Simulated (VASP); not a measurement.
The system is C.

```
C
1.0
     0.00000    1.81835    1.81835
     1.81835    0.00000    1.81835
     1.81835    1.81835    0.00000
C
2
Cartesian
  2.7275 2.7275 2.7275
  1.8183 1.8183 1.8183
```

Base run:

```yaml
Program: VASP 6.6.1
Functional: revpbe exchange, lda correlation
Potentials_or_basis: VASP PAW PBE potentials, release 64 (C)
Cutoff: 600 eV
k_mesh: 13 × 13 × 13
Occupations: gaussian, width 0.1 eV
Spin: no spin polarisation
```

Its results: band gap on the k mesh 4.46 eV (least direct gap 5.61 eV); pressure -6.3 GPa.

The run is repeated on the same cell with these changes: functional from revpbe exchange, lda correlation to b88 exchange, pbe correlation; occupations from gaussian, width 0.1 eV to fermi-dirac, width 0.05 eV. What comes out?

Band gap on the k mesh 4.02 eV (least direct gap 5.45 eV); pressure -20.9 GPa.

Caveats: the cell stands under tension; the PAW data sets were made with another functional, which shifts forces and pressure a little; an odd mesh through Γ misses points on the zone boundary, where band edges can lie.
